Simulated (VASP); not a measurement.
# CdBr (Fm-3m) in VASP: single point with PBE

Aim: the single point of CdBr with PBE.

Program: VASP 6.6.1. These are calculated values, not measurements. Logs are shortened: lines on timing, memory, paths and dates and some standing lists are left out, and cuts for length are marked.

## Step 1: The cell of the first run

The structure is cubic, space group Fm-3m (No. 225). Conventional cell: a = 6.145 Å, b = 6.145 Å, c = 6.145 Å, α = 90.00°, β = 90.00°, γ = 90.00°. Cd (site symmetry m-3m) has 6 Br at 3.07 Å within 4.0 Å. Br (site symmetry m-3m) has 6 Cd at 3.07 Å within 4.0 Å.

## Step 2: Single point, PBE, non-collinear spin, zero start, spin-orbit coupling

Input file INCAR:

```
  PREC = Accurate
  ENCUT = 520
  EDIFF = 1E-6
  ISMEAR = -1
  SIGMA = 0.1
  LREAL = F
  LASPH = T
  NELM = 150
  ALGO = Normal
  ISIF = 2
  LWAVE = F
  LCHARG = F
  MAGMOM = 0 0 0 0 0 0
  LORBIT = 11
  LSORBIT = T
  GGA_COMPAT = F
  LORBMOM = T
  GGA = PE
  NBANDS = 31
```

Input file KPOINTS:

```
regular mesh
0
Gamma
  12 12 12
```

Input file POSCAR:

```
CdBr
1.0
    0.0000000000      3.0723910300      3.0723910300
    3.0723910300      0.0000000000      3.0723910300
    3.0723910300      3.0723910300      0.0000000000
Cd Br
1 1
Direct
    0.0000000000      0.0000000000      0.0000000000
    0.5000000000      0.5000000000      0.5000000000
```

Potentials or basis: VASP PAW PBE potentials, release 64 (Cd, Br).

Started as:

```bash
$ cat potpaw_PBE.64/Cd/POTCAR potpaw_PBE.64/Br/POTCAR > POTCAR
$ mpirun -np 1 vasp_ncl > vasp.out
```

OUTCAR:

```text
PREC = Accurate
   ENCUT = 520
   EDIFF = 1E-6
   ISMEAR = -1
   LREAL = F
   LASPH = T
   NELM = 150
   ISIF = 2
   LORBIT = 11
   LSORBIT = T
   GGA = PE

 ion  position               nearest neighbor table
   1  0.000  0.000  0.000-   2 3.07   2 3.07   2 3.07   2 3.07   2 3.07   2 3.07
   2  0.500  0.500  0.500-   1 3.07   1 3.07   1 3.07   1 3.07   1 3.07   1 3.07

  LATTYP: Found a face centered cubic cell.
 ALAT       =     6.1447820600

  Lattice vectors:

 A1 = (   0.0000000000,   3.0723910300,   3.0723910300)
 A2 = (   3.0723910300,   0.0000000000,   3.0723910300)
 A3 = (   3.0723910300,   3.0723910300,   0.0000000000)

Analysis of symmetry for initial positions (statically):
=====================================================================
 Subroutine PRICEL returns:
 Original cell was already a primitive cell.

 Routine SETGRP: Setting up the symmetry group for a
 face centered cubic supercell.

 Subroutine GETGRP returns: Found 48 space group operations
 (whereof 48 operations were pure point group operations)
 out of a pool of 48 trial point group operations.

The static configuration has the point symmetry O_h .

Analysis of symmetry for dynamics (positions and initial velocities):
=====================================================================
 Subroutine PRICEL returns:
 Original cell was already a primitive cell.

 Routine SETGRP: Setting up the symmetry group for a
 face centered cubic supercell.

 Subroutine GETGRP returns: Found 48 space group operations
 (whereof 48 operations were pure point group operations)
 out of a pool of 48 trial point group operations.

The dynamic configuration has the point symmetry O_h .

Analysis of structural, dynamic, and magnetic symmetry:
=====================================================================
 Subroutine PRICEL returns:
 Original cell was already a primitive cell.

 Routine SETGRP: Setting up the symmetry group for a
 face centered cubic supercell.

 Subroutine GETGRP returns: Found 48 space group operations
 (whereof 48 operations were pure point group operations)
 out of a pool of 48 trial point group operations.

The overall configuration has the point symmetry O_h .

 Subroutine INISYM returns: Found 48 space group operations
 (whereof 48 operations are pure point group operations),
 and found     1 'primitive' translations

----------------------------------------------------------------------------------------

                                     Primitive cell

  volume of cell :      58.0042

  direct lattice vectors                    reciprocal lattice vectors
     0.000000000  3.072391030  3.072391030    -0.162739702  0.162739702  0.162739702
     3.072391030  0.000000000  3.072391030     0.162739702 -0.162739702  0.162739702
     3.072391030  3.072391030  0.000000000     0.162739702  0.162739702 -0.162739702

  length of vectors
     4.345017064  4.345017064  4.345017064     0.281873432  0.281873432  0.281873432

  position of ions in fractional coordinates (direct lattice)
     0.000000000  0.000000000  0.000000000
     0.500000000  0.500000000  0.500000000

  ion indices of the primitive-cell ions
   primitive index   ion index
                 1           1
                 2           2

----------------------------------------------------------------------------------------

 KPOINTS: regular mesh

Automatic generation of k-mesh.
 Grid dimensions read from file:
 generate k-points for:   12   12   12

 Generating k-lattice:

  Cartesian coordinates                     Fractional coordinates (reciprocal lattice)
    -0.013561642  0.013561642  0.013561642     0.083333333  0.000000000  0.000000000
     0.013561642 -0.013561642  0.013561642     0.000000000  0.083333333  0.000000000
     0.013561642  0.013561642 -0.013561642     0.000000000  0.000000000  0.083333333

  Length of vectors
     0.023489453  0.023489453  0.023489453

  Shift w.r.t. Gamma in fractional coordinates (k-lattice)
     0.000000000  0.000000000  0.000000000

 Subroutine IBZKPT returns following result:
 ===========================================

 Found     72 irreducible k-points:

 Following reciprocal coordinates:
            Coordinates               Weight
  0.000000  0.000000  0.000000      1.000000
  0.083333  0.000000  0.000000      8.000000
  0.166667  0.000000  0.000000      8.000000
[... 38 lines left out ...]
   ENCUT  =  520.0 eV  38.22 Ry    6.18 a.u.   8.08  8.08  8.08*2*pi/ulx,y,z
   NELM   =    150;   NELMIN=  2; NELMDL= -5     # of ELM steps
   EDIFF  = 0.1E-05   stopping-criterion for ELM
   LREAL  =      F    real-space projection
   EDIFFG = 0.1E-04   stopping-criterion for IOM
   NSW    =      0    number of steps for IOM
   IBRION =     -1    ionic relax: 0-MD 1-quasi-New 2-CG
   NFREE  =      0    steps in history (QN), initial steepest desc. (CG)
   ISIF   =      2    stress and relaxation
   ISYM   =      2    0-nonsym 1-usesym 2-fastsym
   POTIM  = 0.5000    time-step for ionic-motion
   TEBEG  =    0.0;   TEEND  =   0.0 temperature during run
   PSTRESS=    0.0 pullay stress
   NELECT =      19.0000    total number of electrons
   NUPDOWN=      -1.0000    fix difference up-down
   EMIN   =  10.00;   EMAX   =-10.00  energy-range for DOS
   EFERMI =   0.00;   METHOD = LEGACY
   ISMEAR =    -1;   SIGMA  =   0.10  broadening in eV -4-tet -1-fermi 0-gaus
   EFERMI_NEDOS =   21; number of points for ismear=-14 and -15
   IALGO  =     38    algorithm
   IMIX   =      4    mixing-type and parameters
     AMIX     =   0.40;   BMIX     =  1.00
     AMIX_MAG =   1.60;   BMIX_MAG =  1.00
  volume/ion in A,a.u.               =      29.00       195.72
  Fermi-wavevector in a.u.,A,eV,Ry     =   1.128512  2.132579 17.327557  1.273540
  Thomas-Fermi vector in A             =   2.265202
   LORBIT       =     11    0 simple, 1 ext, 2 COOP (PROOUT), +10 PAW based schemes
   GGA     = PE    functional components
   LHFCALC =     F    Hartree Fock is set to
   AEXX    =    0.0000 exact exchange contribution
   IVDW    =     0    specifies the selected vdW correction
   LEPSILON=     F    determine dielectric tensor
   LRPA    =     F    only Hartree local field effects (RPA)
  energy-cutoff  :      520.00
  volume of cell :       58.00
 maximum number of plane-waves:      3176
   NGX = 17   NGY = 17   NGZ = 17

 number of electron      19.0000006 magnetization       0.0000000      0.0000000      0.0000000

 number of electron      19.0000006 magnetization      -0.0000000     -0.0000000     -0.0000000

 Free energy of the ion-electron system (eV)
  ---------------------------------------------------
  ext. energy  EPLUGINS =         0.00000000
  ---------------------------------------------------
  free energy    TOTEN  =        -3.10683743 eV

  energy without entropy =       -3.07102596  energy(sigma->0) =       -3.08893170

 E-fermi :   2.2492     XC(G=0):  -8.9866

 val. band max:        2.2115780509   @ k =   0.4167   0.2500   0.0833
 cond. band min:       2.2951868569   @ k =  -0.3333   0.3333   0.0000
 fundamental gap:      0.0836088060
 Fermi energy:         2.2491545252

 k-point     1 :       0.0000    0.0000    0.0000
  band No.  band energies     occupation
      1     -13.9751      1.00000
      2     -13.9751      1.00000
      3      -6.8002      1.00000
      4      -6.8002      1.00000
      5      -6.8002      1.00000
      6      -6.8002      1.00000
[... 805 lines left out ...]
     30      11.9685      0.00000
     31      12.0587      0.00000

 [... further k-points ...]

------------------------ aborting loop because EDIFF is reached ----------------------------------------

  FORCE on cell =-STRESS in cart. coord.  units (eV):
  Direction    XX          YY          ZZ          XY          YZ          ZX
  --------------------------------------------------------------------------------------
  -------------------------------------------------------------------------------------
  Total        0.5047151      0.5047151      0.5047151      0.0000000      0.0000000     -0.0000000
  in kB       13.9411126     13.9411126     13.9411126      0.0000000      0.0000000     -0.0000000
  external PRESSURE =      13.9411126 kB  Pullay stress =       0.0000000 kB

 VOLUME and BASIS-vectors are now :
 -----------------------------------------------------------------------------
  energy-cutoff  :      520.00
  volume of cell :       58.00
      direct lattice vectors                 reciprocal lattice vectors
     0.000000000  3.072391030  3.072391030    -0.162739702  0.162739702  0.162739702
     3.072391030  0.000000000  3.072391030     0.162739702 -0.162739702  0.162739702
     3.072391030  3.072391030  0.000000000     0.162739702  0.162739702 -0.162739702

 POSITION                                       TOTAL-FORCE (eV/Angst)
 -----------------------------------------------------------------------------------
      0.00000      0.00000      0.00000         0.000000     -0.000000     -0.000000
      3.07239      3.07239      3.07239        -0.000000      0.000000      0.000000
 -----------------------------------------------------------------------------------
    total drift:                                0.000000     -0.000000     -0.000000

  FREE ENERGIE OF THE ION-ELECTRON SYSTEM (eV)
  ---------------------------------------------------
  free  energy   TOTEN  =        -3.1068374310 eV

  energy  without entropy=       -3.0710259602  energy(sigma->0) =       -3.08893170

 orbital moment (x)

 # of ion     p       d       tot
 ----------------------------------------
  1         0.000  -0.000  -0.000
  2         0.000   0.000   0.000
 ----------------------------------------
            0.000  -0.000  -0.000

 orbital moment (y)

 # of ion     p       d       tot
 ----------------------------------------
  1         0.000  -0.000  -0.000
  2         0.000  -0.000  -0.000
 ----------------------------------------
            0.000  -0.000  -0.000

 orbital moment (z)

 # of ion     p       d       tot
 ----------------------------------------
  1         0.000   0.000   0.000
  2         0.000   0.000   0.000
 ----------------------------------------
            0.000   0.000   0.000

 Spin-Orbit-Coupling matrix elements

 Ion:    1  E_soc:     -0.0477537
 l=   1
     0.0000000    -0.0010863    -0.0010863
    -0.0010863     0.0000000    -0.0010863
    -0.0010863    -0.0010863     0.0000000
 l=   2
     0.0000000    -0.0013720     0.0000000    -0.0013720    -0.0055007
    -0.0013720     0.0000000    -0.0041255    -0.0013720    -0.0013752
     0.0000000    -0.0041255     0.0000000    -0.0041255     0.0000000
    -0.0013720    -0.0013720    -0.0041255     0.0000000    -0.0013752
    -0.0055007    -0.0013752     0.0000000    -0.0013752     0.0000000
 l=   3
     0.0000000     0.0000000     0.0000000     0.0000000     0.0000000     0.0000000     0.0000000
     0.0000000     0.0000000     0.0000000     0.0000000     0.0000000     0.0000000     0.0000000
     0.0000000     0.0000000     0.0000000     0.0000000     0.0000000     0.0000000     0.0000000
     0.0000000     0.0000000     0.0000000     0.0000000     0.0000000     0.0000000     0.0000000
     0.0000000     0.0000000     0.0000000     0.0000000     0.0000000     0.0000000     0.0000000
     0.0000000     0.0000000     0.0000000     0.0000000     0.0000000     0.0000000     0.0000000
     0.0000000     0.0000000     0.0000000     0.0000000     0.0000000     0.0000000     0.0000000

 Ion:    2  E_soc:     -0.0588754
 l=   1
     0.0000000    -0.0098112    -0.0098112
    -0.0098112     0.0000000    -0.0098112
    -0.0098112    -0.0098112     0.0000000
 l=   2
     0.0000000    -0.0000001     0.0000000    -0.0000001    -0.0000013
    -0.0000001     0.0000000    -0.0000010    -0.0000001    -0.0000003
     0.0000000    -0.0000010     0.0000000    -0.0000010     0.0000000
    -0.0000001    -0.0000001    -0.0000010     0.0000000    -0.0000003
    -0.0000013    -0.0000003     0.0000000    -0.0000003     0.0000000
 l=   3
     0.0000000     0.0000000     0.0000000     0.0000000     0.0000000     0.0000000     0.0000000
     0.0000000     0.0000000     0.0000000     0.0000000     0.0000000     0.0000000     0.0000000
     0.0000000     0.0000000     0.0000000     0.0000000     0.0000000     0.0000000     0.0000000
     0.0000000     0.0000000     0.0000000     0.0000000     0.0000000     0.0000000     0.0000000
     0.0000000     0.0000000     0.0000000     0.0000000     0.0000000     0.0000000     0.0000000
     0.0000000     0.0000000     0.0000000     0.0000000     0.0000000     0.0000000     0.0000000
     0.0000000     0.0000000     0.0000000     0.0000000     0.0000000     0.0000000     0.0000000

 total charge

# of ion       s       p       d       tot
------------------------------------------
    1        0.565   0.113   9.549  10.226
    2        1.632   3.163   0.020   4.816
--------------------------------------------------
tot          2.197   3.276   9.569  15.042

 magnetization (x)

# of ion       s       p       d       tot
------------------------------------------
    1       -0.000   0.000   0.000  -0.000
    2       -0.000   0.000   0.000  -0.000
--------------------------------------------------
tot         -0.000   0.000   0.000  -0.000

 magnetization (y)

# of ion       s       p       d       tot
------------------------------------------
    1        0.000   0.000   0.000   0.000
    2       -0.000   0.000   0.000  -0.000
--------------------------------------------------
tot         -0.000   0.000   0.000  -0.000

 magnetization (z)

# of ion       s       p       d       tot
------------------------------------------
    1       -0.000   0.000   0.000  -0.000
    2        0.000   0.000   0.000   0.000
--------------------------------------------------
tot          0.000   0.000   0.000   0.000
```

It took 3.1 min on 1 thread of Intel Xeon Platinum 8124M at 3.00GHz (Skylake/Cascade Lake), shared host; peak memory 0.43 GiB.

What came out:

```yaml
Free_energy: -3.1068 eV
Pressure: 1.4 GPa
Net_moment: 0.00 μB per cell
Valence_electrons_inside_the_program's_atomic_spheres: Cd 10.23; Br 4.82
```

Moments on the atoms (μB; x, y, z):
```
Cd  0.00 0.00 0.00
Br  0.00 0.00 0.00
```
